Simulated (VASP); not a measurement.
# HfB (F-43m) in VASP: further runs

Runs on HfB. Level: PBE. Tasks: single point, relaxation of cell and atoms.

Everything below comes from runs of VASP 6.6.1. Logs are shortened: lines on timing, memory, paths and dates and some standing lists are left out, and cuts for length are marked.

**1. The cell of the first run**

It takes space group F-43m (No. 216, cubic). The conventional cell has a = 5.245 Å, b = 5.245 Å, c = 5.245 Å, α = 90.00°, β = 90.00°, γ = 90.00°. Hf (site symmetry -43m) has 4 B at 2.27 Å within 3.0 Å. Within 3.0 Å of B (site symmetry -43m) lie 4 Hf at 2.27 Å.

**2. Single point, PBE**

INCAR reads:

```
SYSTEM = HfB
PREC = Accurate
ENCUT = 500
EDIFF = 1E-6
ISMEAR = -1
SIGMA = 0.1
LREAL = .False.
LASPH = .True.
NELM = 120
ALGO = Normal
ISIF = 2
LWAVE = .False.
LCHARG = .False.
GGA = PE
NBANDS = 14
GGA_COMPAT = .False.
```

KPOINTS reads:

```
regular mesh
0
Gamma
  7 7 7
  0 0 0
```

POSCAR reads:

```
HfB
1.0
    0.0000000000      2.6227450478      2.6227450478
    2.6227450478      0.0000000000      2.6227450478
    2.6227450478      2.6227450478      0.0000000000
Hf B
1 1
Direct
    0.0000000000      0.0000000000      0.0000000000
    0.2500000000      0.2500000000      0.2500000000
```

Potentials or basis: VASP PAW PBE potentials, release 64 (Hf_pv, B).

Command:

```console
$ cat potpaw_PBE.64/Hf_pv/POTCAR potpaw_PBE.64/B/POTCAR > POTCAR
$ mpirun -np 1 vasp_std > vasp.out
```

OUTCAR:

```text
SYSTEM = HfB
   PREC = Accurate
   ENCUT = 500
   EDIFF = 1E-6
   ISMEAR = -1
   LREAL = .False.
   LASPH = .True.
   NELM = 120
   ISIF = 2
   GGA = PE

 ion  position               nearest neighbor table
   1  0.000  0.000  0.000-   2 2.27   2 2.27   2 2.27   2 2.27
   2  0.250  0.250  0.250-   1 2.27   1 2.27   1 2.27   1 2.27

  LATTYP: Found a face centered cubic cell.
 ALAT       =     5.2454900956

  Lattice vectors:

 A1 = (   0.0000000000,   2.6227450478,   2.6227450478)
 A2 = (   2.6227450478,   0.0000000000,   2.6227450478)
 A3 = (   2.6227450478,   2.6227450478,   0.0000000000)

Analysis of symmetry for initial positions (statically):
=====================================================================
 Subroutine PRICEL returns:
 Original cell was already a primitive cell.

 Routine SETGRP: Setting up the symmetry group for a
 face centered cubic supercell.

 Subroutine GETGRP returns: Found 24 space group operations
 (whereof 24 operations were pure point group operations)
 out of a pool of 48 trial point group operations.

The static configuration has the point symmetry T_d .

Analysis of symmetry for dynamics (positions and initial velocities):
=====================================================================
 Subroutine PRICEL returns:
 Original cell was already a primitive cell.

 Routine SETGRP: Setting up the symmetry group for a
 face centered cubic supercell.

 Subroutine GETGRP returns: Found 24 space group operations
 (whereof 24 operations were pure point group operations)
 out of a pool of 48 trial point group operations.

The dynamic configuration has the point symmetry T_d .

 Subroutine INISYM returns: Found 24 space group operations
 (whereof 24 operations are pure point group operations),
 and found     1 'primitive' translations

----------------------------------------------------------------------------------------

                                     Primitive cell

  volume of cell :      36.0826

  direct lattice vectors                    reciprocal lattice vectors
     0.000000000  2.622745048  2.622745048    -0.190639956  0.190639956  0.190639956
     2.622745048  0.000000000  2.622745048     0.190639956 -0.190639956  0.190639956
     2.622745048  2.622745048  0.000000000     0.190639956  0.190639956 -0.190639956

  length of vectors
     3.709121617  3.709121617  3.709121617     0.330198089  0.330198089  0.330198089

  position of ions in fractional coordinates (direct lattice)
     0.000000000  0.000000000  0.000000000
     0.250000000  0.250000000  0.250000000

  ion indices of the primitive-cell ions
   primitive index   ion index
                 1           1
                 2           2

----------------------------------------------------------------------------------------

 KPOINTS: regular mesh

Automatic generation of k-mesh.
 Grid dimensions read from file:
 generate k-points for:    7    7    7

 Generating k-lattice:

  Cartesian coordinates                     Fractional coordinates (reciprocal lattice)
    -0.027234279  0.027234279  0.027234279     0.142857143  0.000000000  0.000000000
     0.027234279 -0.027234279  0.027234279     0.000000000  0.142857143  0.000000000
     0.027234279  0.027234279 -0.027234279     0.000000000  0.000000000  0.142857143

  Length of vectors
     0.047171156  0.047171156  0.047171156

  Shift w.r.t. Gamma in fractional coordinates (k-lattice)
     0.000000000  0.000000000  0.000000000

 Subroutine IBZKPT returns following result:
 ===========================================

 Found     20 irreducible k-points:

 Following reciprocal coordinates:
            Coordinates               Weight
  0.000000  0.000000  0.000000      1.000000
  0.142857  0.000000  0.000000      8.000000
  0.285714  0.000000  0.000000      8.000000
  0.428571  0.000000  0.000000      8.000000
  0.142857  0.142857  0.000000      6.000000
  0.285714  0.142857  0.000000     24.000000
[... 12 lines left out ...]
 -0.428571  0.428571  0.142857     24.000000
 -0.285714  0.428571  0.142857     24.000000
   k-points           NKPTS =     20   k-points in BZ     NKDIM =     20   number of bands    NBANDS=     14
   number of dos      NEDOS =    301   number of ions     NIONS =      2
   total plane-waves  NPLWV =  21952
   dimension x,y,z NGX =    28 NGY =   28 NGZ =   28
   dimension x,y,z NGXF=    56 NGYF=   56 NGZF=   56
   ions per type =               1   1
   NGX,Y,Z   is equivalent  to a cutoff of  12.55, 12.55, 12.55 a.u.
   NGXF,Y,Z  is equivalent  to a cutoff of  25.10, 25.10, 25.10 a.u.
 SYSTEM =  HfB
   PREC   = accura    normal or accurate (medium, high low for compatibility)
   ISTART =      0    job   : 0-new  1-cont  2-samecut
   ICHARG =      2    charge: 1-file 2-atom 10-const
   ISPIN  =      1    spin polarized calculation?
   LNONCOLLINEAR =      F non collinear calculations
   LSORBIT =      F    spin-orbit coupling
   LASPH  =      T    aspherical Exc in radial PAW
   ENCUT  =  500.0 eV  36.75 Ry    6.06 a.u.   6.76  6.76  6.76*2*pi/ulx,y,z
   NELM   =    120;   NELMIN=  2; NELMDL= -5     # of ELM steps
   EDIFF  = 0.1E-05   stopping-criterion for ELM
   LREAL  =      F    real-space projection
   EDIFFG = 0.1E-04   stopping-criterion for IOM
   NSW    =      0    number of steps for IOM
   IBRION =     -1    ionic relax: 0-MD 1-quasi-New 2-CG
   NFREE  =      0    steps in history (QN), initial steepest desc. (CG)
   ISIF   =      2    stress and relaxation
   ISYM   =      2    0-nonsym 1-usesym 2-fastsym
   POTIM  = 0.5000    time-step for ionic-motion
   TEBEG  =    0.0;   TEEND  =   0.0 temperature during run
   PSTRESS=    0.0 pullay stress
   NELECT =      13.0000    total number of electrons
   NUPDOWN=      -1.0000    fix difference up-down
   EMIN   =  10.00;   EMAX   =-10.00  energy-range for DOS
   EFERMI =   0.00;   METHOD = LEGACY
   ISMEAR =    -1;   SIGMA  =   0.10  broadening in eV -4-tet -1-fermi 0-gaus
   EFERMI_NEDOS =   21; number of points for ismear=-14 and -15
   IALGO  =     38    algorithm
   IMIX   =      4    mixing-type and parameters
     AMIX     =   0.40;   BMIX     =  1.00
     AMIX_MAG =   1.60;   BMIX_MAG =  1.00
  volume/ion in A,a.u.               =      18.04       121.75
  Fermi-wavevector in a.u.,A,eV,Ry     =   1.164903  2.201348 18.463102  1.357000
  Thomas-Fermi vector in A             =   2.301436
   LORBIT       =      0    0 simple, 1 ext, 2 COOP (PROOUT), +10 PAW based schemes
   GGA     = PE    functional components
   LHFCALC =     F    Hartree Fock is set to
   AEXX    =    0.0000 exact exchange contribution
   IVDW    =     0    specifies the selected vdW correction
   LEPSILON=     F    determine dielectric tensor
   LRPA    =     F    only Hartree local field effects (RPA)
 non-spin polarized calculation
  energy-cutoff  :      500.00
  volume of cell :       36.08
 maximum number of plane-waves:       941
   NGX = 13   NGY = 13   NGZ = 13

 number of electron      12.9999999 magnetization

 Free energy of the ion-electron system (eV)
  ---------------------------------------------------
  ext. energy  EPLUGINS =         0.00000000
  ---------------------------------------------------
  free energy    TOTEN  =       -15.55258483 eV

  energy without entropy =      -15.50510773  energy(sigma->0) =      -15.52884628

 E-fermi :   2.7601     XC(G=0): -10.3193

 val. band max:        2.6697600404   @ k =  -0.2857   0.2857   0.0000
 cond. band min:       2.8552062698   @ k =  -0.4286   0.2857   0.1429
 fundamental gap:      0.1854462295
 Fermi energy:         2.7601105955

 k-point     1 :       0.0000    0.0000    0.0000
  band No.  band energies     occupation
      1     -27.0362      2.00000
      2     -27.0362      2.00000
      3     -27.0362      2.00000
      4      -5.3409      2.00000
      5       1.5543      1.99999
      6       1.5543      1.99999
      7       1.5543      1.99999
      8       6.0691      0.00000
      9       6.0691      0.00000
     10       8.5798      0.00000
     11      12.3073      0.00000
     12      12.3073      0.00000
     13      12.3073      0.00000
     14      16.1778      0.00000

 k-point     2 :       0.1429    0.0000    0.0000
  band No.  band energies     occupation
      1     -27.0728      2.00000
      2     -27.0418      2.00000
      3     -27.0418      2.00000
      4      -4.9883      2.00000
      5       1.2294      2.00000
      6       1.7087      1.99995
      7       1.7087      1.99995
      8       5.8884      0.00000
      9       5.8884      0.00000
     10       9.2122      0.00000
     11      11.7618      0.00000
     12      12.6413      0.00000
     13      12.6413      0.00000
     14      13.9389      0.00000

 k-point     3 :       0.2857    0.0000    0.0000
  band No.  band energies     occupation
      1     -27.1540      2.00000
      2     -27.0544      2.00000
      3     -27.0544      2.00000
      4      -4.1034      2.00000
      5       0.7077      2.00000
      6       1.9756      1.99922
      7       1.9756      1.99922
      8       5.9239      0.00000
      9       5.9239      0.00000
     10       8.8588      0.00000
     11      11.1534      0.00000
     12      11.9079      0.00000
     13      11.9079      0.00000
     14      12.7277      0.00000
[... 256 lines left out ...]
 k-point    19 :      -0.4286    0.4286    0.1429
  band No.  band energies     occupation
      1     -27.1956      2.00000
      2     -27.1264      2.00000
      3     -27.1055      2.00000
      4      -2.3547      2.00000
      5       0.0571      2.00000
      6       2.2982      1.98046
      7       3.5372      0.00084
      8       3.8511      0.00004
      9       6.4579      0.00000
     10       7.4409      0.00000
     11       8.7457      0.00000
     12      10.0165      0.00000
     13      14.9684      0.00000
     14      15.0684      0.00000

 k-point    20 :      -0.2857    0.4286    0.1429
  band No.  band energies     occupation
      1     -27.1768      2.00000
      2     -27.1557      2.00000
      3     -27.1024      2.00000
      4      -2.2647      2.00000
      5       0.6517      2.00000
      6       1.6179      1.99998
      7       3.3494      0.00550
      8       3.7691      0.00008
      9       6.3871      0.00000
     10       7.3385      0.00000
     11       9.0831      0.00000
     12      10.3863      0.00000
     13      14.7367      0.00000
     14      15.1013      0.00000

------------------------ aborting loop because EDIFF is reached ----------------------------------------

  FORCE on cell =-STRESS in cart. coord.  units (eV):
  Direction    XX          YY          ZZ          XY          YZ          ZX
  --------------------------------------------------------------------------------------
  -------------------------------------------------------------------------------------
  Total       -0.0085739     -0.0085739     -0.0085739      0.0000000      0.0000000      0.0000000
  in kB       -0.3807074     -0.3807074     -0.3807074      0.0000000      0.0000000      0.0000000
  external PRESSURE =      -0.3807074 kB  Pullay stress =       0.0000000 kB

 VOLUME and BASIS-vectors are now :
 -----------------------------------------------------------------------------
  energy-cutoff  :      500.00
  volume of cell :       36.08
      direct lattice vectors                 reciprocal lattice vectors
     0.000000000  2.622745048  2.622745048    -0.190639956  0.190639956  0.190639956
     2.622745048  0.000000000  2.622745048     0.190639956 -0.190639956  0.190639956
     2.622745048  2.622745048  0.000000000     0.190639956  0.190639956 -0.190639956

 POSITION                                       TOTAL-FORCE (eV/Angst)
 -----------------------------------------------------------------------------------
      0.00000      0.00000      0.00000         0.000000      0.000000      0.000000
      1.31137      1.31137      1.31137        -0.000000     -0.000000     -0.000000
 -----------------------------------------------------------------------------------
    total drift:                                0.000000      0.000000      0.000000

  FREE ENERGIE OF THE ION-ELECTRON SYSTEM (eV)
  ---------------------------------------------------
  free  energy   TOTEN  =       -15.5525848323 eV

  energy  without entropy=      -15.5051077296  energy(sigma->0) =      -15.52884628
```

Run time: 11 s. Hardware: 1 thread of Intel Xeon Platinum 8259CL at 2.50GHz (Skylake/Cascade Lake), shared host; peak memory 0.16 GiB.

Results:

* Free energy: -15.5526 eV
* Pressure: 0.0 GPa
* Band gap on the k mesh: zero (an odd number of electrons rules out a gap without spin polarisation)

Levels at points of the mesh, in eV from the Fermi level:
```csv
k point,band 3,band 4,band 5,band 6,band 7,band 8,band 9,band 10,band 11,band 12
"(0.00, 0.00, 0.00)",-29.80,-8.10,-1.21,-1.21,-1.21,3.31,3.31,5.82,9.55,9.55
```

Caveat: spin-orbit coupling is left out, which moves the levels of the heavy elements.

**3. Relaxation of cell and atoms, PBE**

This run uses another cell than the first one, of 15.07 Å³/atom.

INCAR reads:

```
SYSTEM = HfB
ALGO = Normal ; EDIFF = 1E-7
EDIFFG = -0.03 ; ENCUT = 500
GGA = PE ; GGA_COMPAT = .FALSE.
IBRION = 2 ; ISIF = 3
ISMEAR = -1 ; LASPH = .TRUE.
LCHARG = .FALSE. ; LREAL = .FALSE.
LWAVE = .FALSE. ; NELM = 120
NELMIN = 4 ; NSW = 80
PREC = Accurate ; SIGMA = 0.1
```

KPOINTS reads:

```
k-points
0
G
  7 7 7
  0 0 0
```

POSCAR reads:

```
HfB
1.0
    0.0000000000      2.4700000000      2.4700000000
    2.4700000000      0.0000000000      2.4700000000
    2.4700000000      2.4700000000      0.0000000000
Hf B
1 1
Direct
    0.0000000000      0.0000000000      0.0000000000
    0.2500000000      0.2500000000      0.2500000000
```

Potentials or basis: VASP PAW PBE potentials, release 64 (Hf_pv, B).

Command:

```console
$ cat potpaw_PBE.64/Hf_pv/POTCAR potpaw_PBE.64/B/POTCAR > POTCAR
$ mpirun -np 1 vasp_std > vasp.out
```

OUTCAR:

```text
SYSTEM = HfB
   EDIFF = 1E-7
   EDIFFG = -0.03
   ENCUT = 500
   GGA = PE
   IBRION = 2
   ISIF = 3
   ISMEAR = -1
   LASPH = .TRUE.
   LREAL = .FALSE.
   NELM = 120
   NELMIN = 4
   NSW = 80
   PREC = Accurate

 ion  position               nearest neighbor table
   1  0.000  0.000  0.000-   2 2.14   2 2.14   2 2.14   2 2.14
   2  0.250  0.250  0.250-   1 2.14   1 2.14   1 2.14   1 2.14

  LATTYP: Found a face centered cubic cell.
 ALAT       =     4.9400000000

  Lattice vectors:

 A1 = (   0.0000000000,   2.4700000000,   2.4700000000)
 A2 = (   2.4700000000,   0.0000000000,   2.4700000000)
 A3 = (   2.4700000000,   2.4700000000,   0.0000000000)

Analysis of symmetry for initial positions (statically):
=====================================================================
 Subroutine PRICEL returns:
 Original cell was already a primitive cell.

[... 213 lines left out ...]
      2     -28.3939      2.00000
      3     -28.3939      2.00000
      4      -5.6222      2.00000
      5       0.9997      1.99988
      6       0.9997      1.99988
      7       0.9997      1.99988
      8       4.8527      0.00000
      9       4.8527      0.00000
     10       6.9660      0.00000
[... 316 lines left out ...]
--------------------------------------- Ionic step        4  -------------------------------------------

 number of electron      12.9999999 magnetization

 Free energy of the ion-electron system (eV)
  ---------------------------------------------------
  ext. energy  EPLUGINS =         0.00000000
  ---------------------------------------------------
  free energy    TOTEN  =       -15.55091832 eV

  energy without entropy =      -15.50353004  energy(sigma->0) =      -15.52722418

 E-fermi :   2.7668     XC(G=0): -10.3244

 val. band max:        2.6760515670   @ k =  -0.2857   0.2857   0.0000
 cond. band min:       2.8620267817   @ k =  -0.4286   0.2857   0.1429
 fundamental gap:      0.1859752147
 Fermi energy:         2.7667691554

 k-point     1 :       0.0000    0.0000    0.0000
  band No.  band energies     occupation
      1     -27.0241      2.00000
      2     -27.0241      2.00000
      3     -27.0241      2.00000
      4      -5.3383      2.00000
      5       1.5589      1.99999
      6       1.5589      1.99999
      7       1.5589      1.99999
      8       6.0795      0.00000
      9       6.0795      0.00000
     10       8.5932      0.00000
[... 274 lines left out ...]
  FREE ENERGIE OF THE ION-ELECTRON SYSTEM (eV)
  ---------------------------------------------------
  free  energy   TOTEN  =       -15.5509183238 eV

  energy  without entropy=      -15.5035300386  energy(sigma->0) =      -15.52722418

 reached required accuracy - stopping structural energy minimisation
```

Wall time 31 s (1 thread of Intel Xeon Platinum 8259CL at 2.50GHz (Skylake/Cascade Lake), shared host); peak memory 0.16 GiB.

What came out:

* Free energy: -15.5509 eV
* Relaxed volume: 18.02 Å³/atom
* Relaxed cell: a = 3.708 Å, b = 3.708 Å, c = 3.708 Å, α = 60.00°, β = 60.00°, γ = 60.00°
* Space group after relaxing (to 0.1 Å): F-43m (No. 216)
* Energy gained by relaxing: 208.9 meV/atom
* Ionic steps: 4
* Pressure after relaxing: 0.1 GPa
* Band gap on the k mesh: zero (an odd number of electrons rules out a gap without spin polarisation)

Step by step:
| step | energy change (eV) | largest force (eV/Å) | pressure (GPa) | volume (Å³) |
| --- | --- | --- | --- | --- |
| 1 | 0.0000 | 0.0000 | 25.95 | 30.14 |
| 2 | -0.1608 | 0.0000 | -12.10 | 42.09 |
| 3 | -0.4177 | 0.0000 | -0.29 | 36.17 |
| 4 | -0.4178 | 0.0000 | 0.07 | 36.04 |

Final structure:
```
Hf B
1.0
     0.00000    2.62170    2.62170
     2.62170    0.00000    2.62170
     2.62170    2.62170    0.00000
Hf B
1 1
Direct
  0.00000 0.00000 0.00000
  0.25000 0.25000 0.25000
```

Levels at points of the mesh, in eV from the Fermi level:
```
           k point  band 4  band 5  band 6  band 7  band 8  band 9  band 10
(0.00, 0.00, 0.00)   -8.11   -1.21   -1.21   -1.21    3.31    3.31     5.83
```

Caveat: the volume moved by over 15 % at a fixed basis, so the end points are rough; spin-orbit coupling is left out, which moves the levels of the heavy elements.

The gap in the log of VASP goes by the Fermi energy; the results here count the filled bands.